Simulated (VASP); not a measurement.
# Ca (Pm-3m) in VASP: single point with PBEsol

Aim: the single point of Ca with PBEsol.

Program: VASP 6.6.1. These are calculated values, not measurements. Logs are shortened: lines on timing, memory, paths and dates and some standing lists are left out, and cuts for length are marked.

### 1 The cell of the first run

The structure is cubic, space group Pm-3m (No. 221). The conventional cell has a = 5.382 Å, b = 5.382 Å, c = 5.382 Å, α = 90.00°, β = 90.00°, γ = 90.00°. Ca (site symmetry 4/mmm) has 8 Ca at 3.81 Å within 5.0 Å.

### 2 Single point, PBEsol

File INCAR:

```
PREC = Accurate
ENCUT = 500
EDIFF = 1E-6
ISMEAR = -1
SIGMA = 0.1
LREAL = F
LASPH = T
NELM = 120
ALGO = Normal
ISIF = 2
LWAVE = F
LCHARG = F
GGA = PS
NBANDS = 22
GGA_COMPAT = F
```

File KPOINTS:

```
regular mesh
0
Gamma
  3 3 3
```

File POSCAR:

```
Ca
1.0
    5.3824440000      0.0000000000      0.0000000000
    0.0000000000      5.3824440000      0.0000000000
    0.0000000000      0.0000000000      5.3824440000
Ca
3
Direct
    0.0000000000      0.5000000000      0.5000000000
    0.5000000000      0.0000000000      0.5000000000
    0.5000000000      0.5000000000      0.0000000000
```

Potentials or basis: VASP PAW PBE potentials, release 64 (Ca_sv).

Run with:

```bash
$ cat potpaw_PBE.64/Ca_sv/POTCAR > POTCAR
$ mpirun -np 1 vasp_std > vasp.out
```

OUTCAR:

```text
PREC = Accurate
   ENCUT = 500
   EDIFF = 1E-6
   ISMEAR = -1
   LREAL = F
   LASPH = T
   NELM = 120
   ISIF = 2
   GGA = PS

 ion  position               nearest neighbor table
   1  0.000  0.500  0.500-
   2  0.500  0.000  0.500-
   3  0.500  0.500  0.000-

  LATTYP: Found a simple cubic cell.
 ALAT       =     5.3824440000

  Lattice vectors:

 A1 = (   5.3824440000,   0.0000000000,   0.0000000000)
 A2 = (   0.0000000000,   5.3824440000,   0.0000000000)
 A3 = (   0.0000000000,   0.0000000000,   5.3824440000)

Analysis of symmetry for initial positions (statically):
=====================================================================
 Subroutine PRICEL returns:
 Original cell was already a primitive cell.

 Routine SETGRP: Setting up the symmetry group for a
 simple cubic supercell.

 Subroutine GETGRP returns: Found 48 space group operations
 (whereof 48 operations were pure point group operations)
 out of a pool of 48 trial point group operations.

The static configuration has the point symmetry O_h .

Analysis of symmetry for dynamics (positions and initial velocities):
=====================================================================
 Subroutine PRICEL returns:
 Original cell was already a primitive cell.

 Routine SETGRP: Setting up the symmetry group for a
 simple cubic supercell.

 Subroutine GETGRP returns: Found 48 space group operations
 (whereof 48 operations were pure point group operations)
 out of a pool of 48 trial point group operations.

The dynamic configuration has the point symmetry O_h .

 Subroutine INISYM returns: Found 48 space group operations
 (whereof 48 operations are pure point group operations),
 and found     1 'primitive' translations

----------------------------------------------------------------------------------------

                                     Primitive cell

  volume of cell :     155.9332

  direct lattice vectors                    reciprocal lattice vectors
     5.382444000  0.000000000  0.000000000     0.185789207  0.000000000  0.000000000
     0.000000000  5.382444000  0.000000000     0.000000000  0.185789207  0.000000000
     0.000000000  0.000000000  5.382444000     0.000000000  0.000000000  0.185789207

  length of vectors
     5.382444000  5.382444000  5.382444000     0.185789207  0.185789207  0.185789207

  position of ions in fractional coordinates (direct lattice)
     0.000000000  0.500000000  0.500000000
     0.500000000  0.000000000  0.500000000
[... 56 lines left out ...]
   ENCUT  =  500.0 eV  36.75 Ry    6.06 a.u.   9.81  9.81  9.81*2*pi/ulx,y,z
   NELM   =    120;   NELMIN=  2; NELMDL= -5     # of ELM steps
   EDIFF  = 0.1E-05   stopping-criterion for ELM
   LREAL  =      F    real-space projection
   EDIFFG = 0.1E-04   stopping-criterion for IOM
   NSW    =      0    number of steps for IOM
   IBRION =     -1    ionic relax: 0-MD 1-quasi-New 2-CG
   NFREE  =      0    steps in history (QN), initial steepest desc. (CG)
   ISIF   =      2    stress and relaxation
   ISYM   =      2    0-nonsym 1-usesym 2-fastsym
   POTIM  = 0.5000    time-step for ionic-motion
   TEBEG  =    0.0;   TEEND  =   0.0 temperature during run
   PSTRESS=    0.0 pullay stress
   NELECT =      30.0000    total number of electrons
   NUPDOWN=      -1.0000    fix difference up-down
   EMIN   =  10.00;   EMAX   =-10.00  energy-range for DOS
   EFERMI =   0.00;   METHOD = LEGACY
   ISMEAR =    -1;   SIGMA  =   0.10  broadening in eV -4-tet -1-fermi 0-gaus
   EFERMI_NEDOS =   21; number of points for ismear=-14 and -15
   IALGO  =     38    algorithm
   IMIX   =      4    mixing-type and parameters
     AMIX     =   0.40;   BMIX     =  1.00
     AMIX_MAG =   1.60;   BMIX_MAG =  1.00
  volume/ion in A,a.u.               =      51.98       350.76
  Fermi-wavevector in a.u.,A,eV,Ry     =   0.945081  1.785944 12.152427  0.893178
  Thomas-Fermi vector in A             =   2.072948
   LORBIT       =      0    0 simple, 1 ext, 2 COOP (PROOUT), +10 PAW based schemes
   GGA     = PS    functional components
   LHFCALC =     F    Hartree Fock is set to
   AEXX    =    0.0000 exact exchange contribution
   IVDW    =     0    specifies the selected vdW correction
   LEPSILON=     F    determine dielectric tensor
   LRPA    =     F    only Hartree local field effects (RPA)
 non-spin polarized calculation
  energy-cutoff  :      500.00
  volume of cell :      155.93
 maximum number of plane-waves:      3972
 NGX is ok and might be reduce to    40
   NGX = 19   NGY = 19   NGZ = 19

 number of electron      29.9999997 magnetization

 Free energy of the ion-electron system (eV)
  ---------------------------------------------------
  ext. energy  EPLUGINS =         0.00000000
  ---------------------------------------------------
  free energy    TOTEN  =        -5.35974948 eV

  energy without entropy =       -5.29096377  energy(sigma->0) =       -5.32535662

 E-fermi :   0.9217     XC(G=0):  -7.1005

 val. band max:        0.7556265140   @ k =   0.3333   0.3333   0.3333
 cond. band min:       1.1603356126   @ k =   0.3333   0.0000   0.0000
 fundamental gap:      0.4047090987
 Fermi energy:         0.9217443878

 k-point     1 :       0.0000    0.0000    0.0000
  band No.  band energies     occupation
      1     -41.2113      2.00000
      2     -41.1920      2.00000
      3     -41.1920      2.00000
      4     -22.3155      2.00000
      5     -22.3155      2.00000
      6     -22.3155      2.00000
[... 89 lines left out ...]
     21       2.8210      0.00000
     22       2.8210      0.00000

------------------------ aborting loop because EDIFF is reached ----------------------------------------

  FORCE on cell =-STRESS in cart. coord.  units (eV):
  Direction    XX          YY          ZZ          XY          YZ          ZX
  --------------------------------------------------------------------------------------
  -------------------------------------------------------------------------------------
  Total       -0.4175828     -0.4175828     -0.4175828      0.0000000      0.0000000      0.0000000
  in kB       -4.2905661     -4.2905661     -4.2905661      0.0000000      0.0000000      0.0000000
  external PRESSURE =      -4.2905661 kB  Pullay stress =       0.0000000 kB

 VOLUME and BASIS-vectors are now :
 -----------------------------------------------------------------------------
  energy-cutoff  :      500.00
  volume of cell :      155.93
      direct lattice vectors                 reciprocal lattice vectors
     5.382444000  0.000000000  0.000000000     0.185789207  0.000000000  0.000000000
     0.000000000  5.382444000  0.000000000     0.000000000  0.185789207  0.000000000
     0.000000000  0.000000000  5.382444000     0.000000000  0.000000000  0.185789207

 POSITION                                       TOTAL-FORCE (eV/Angst)
 -----------------------------------------------------------------------------------
      0.00000      2.69122      2.69122         0.000000      0.000000      0.000000
      2.69122      0.00000      2.69122         0.000000      0.000000      0.000000
      2.69122      2.69122      0.00000         0.000000      0.000000      0.000000
 -----------------------------------------------------------------------------------
    total drift:                               -0.000000     -0.000000     -0.000000

  FREE ENERGIE OF THE ION-ELECTRON SYSTEM (eV)
  ---------------------------------------------------
  free  energy   TOTEN  =        -5.3597494760 eV

  energy  without entropy=       -5.2909637706  energy(sigma->0) =       -5.32535662
```

OSZICAR:

```text
N       E                     dE             d eps       ncg     rms          rms(c)
DAV:   1     0.268338394677E+03    0.26834E+03   -0.14279E+04   192   0.115E+03
DAV:   2     0.116157442204E+02   -0.25672E+03   -0.25345E+03   176   0.357E+02
DAV:   3    -0.398814862700E+01   -0.15604E+02   -0.15246E+02   330   0.607E+01
DAV:   4    -0.545383930037E+01   -0.14657E+01   -0.14540E+01   284   0.175E+01
DAV:   5    -0.549550794022E+01   -0.41669E-01   -0.41538E-01   272   0.307E+00    0.364E+00
DAV:   6    -0.538353440295E+01    0.11197E+00   -0.17012E-01   236   0.194E+00    0.213E+00
DAV:   7    -0.536085639014E+01    0.22678E-01   -0.15319E-01   228   0.195E+00    0.341E-01
DAV:   8    -0.535974086673E+01    0.11155E-02   -0.19000E-02   278   0.698E-01    0.667E-02
DAV:   9    -0.535973834082E+01    0.25259E-05   -0.16787E-03   272   0.172E-01    0.409E-02
DAV:  10    -0.535976330322E+01   -0.24962E-04   -0.25077E-04   254   0.114E-01    0.570E-02
DAV:  11    -0.535974860380E+01    0.14699E-04   -0.43220E-05   228   0.618E-02    0.282E-03
DAV:  12    -0.535974630890E+01    0.22949E-05   -0.67014E-06   274   0.174E-02    0.153E-02
DAV:  13    -0.535974930832E+01   -0.29994E-05   -0.23739E-06   168   0.161E-02    0.131E-03
DAV:  14    -0.535974947596E+01   -0.16764E-06   -0.25279E-07   118   0.433E-03
   1 F= -.53597495E+01 E0= -.53253566E+01  d E =-.687857E-01
```

Wall time 34 s (1 thread of Intel Xeon 8259CL, shared host); peak memory 0.22 GiB.

Results:

| Property | Result |
| --- | --- |
| Free energy | -5.3597 eV |
| Pressure | -0.4 GPa |
| Band gap on the k mesh | zero (band 15 reaches 1.28 eV, above the bottom of band 16 at 0.76 eV) |

Caveat: the k points lie up to 0.39 Å⁻¹ apart; the PAW data sets were made with another functional, which shifts forces and pressure a little.
